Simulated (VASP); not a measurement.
Write the native input for VASP 6.6.1 that does the following.

```yaml
Task: single point
Functional: PBE
Potentials_or_basis: VASP PAW PBE potentials, release 64 (Si, C)
Cutoff: 520 eV
k_mesh: 6 × 6 × 4
Occupations: gaussian, width 0.1 eV
Spin: collinear spin
Starting_moments: "[0.0, 0.0, 1.0] μB"
Dipole_correction: no
Further_INCAR_settings: ALGO = Normal; EDIFF = 1e-06; NBANDS = 17
```

The structure of Si2C lies in POSCAR:

```
Si2C
1.0
    3.1481646600      0.0000000000      0.0000000000
    0.0000000000      3.1481646600      0.0000000000
    0.0000000000      0.0000000000      5.1170388000
Si C
2 1
Direct
    0.5000000000      0.0000000000      0.5000000000
    0.0000000000      0.5000000000      0.5000000000
    0.0000000000      0.0000000000      0.0000000000
```

The cell was built from a structure type or drawn by symmetry, and may not be a known phase.

These files were run (other wordings do the same):

INCAR

```
  PREC = Accurate
  ENCUT = 520
  EDIFF = 1E-6
  ISMEAR = 0
  SIGMA = 0.1
  LREAL = F
  LASPH = T
  NELM = 150
  ALGO = Normal
  ISIF = 2
  LWAVE = F
  LCHARG = T
  ISPIN = 2
  MAGMOM = 0 0 1
  LORBIT = 11
  GGA = PE
  LELF = T
  LVHAR = T
  NBANDS = 17
```

KPOINTS

```
Automatic mesh
0
Gamma
  6 6 4
```

Potentials or basis: VASP PAW PBE potentials, release 64 (Si, C).

Command:

```sh
$ cat potpaw_PBE.64/Si/POTCAR potpaw_PBE.64/C/POTCAR > POTCAR
$ mpirun -np 1 vasp_std > vasp.out
```

Results of the run:

The pressure is 8.8 GPa. The band gap on the k mesh is zero (filled and empty bands overlap), the net moment is 0.00 μB per cell and the valence electrons inside the program's atomic spheres are Si 1.74; C 1.97.

Caveat: the cell stands under pressure.

Wall time 17 s on 1 thread of Intel(R) Xeon(R) 6975P-C (Granite Rapids), with other jobs on the host, peak memory 0.18 GiB.
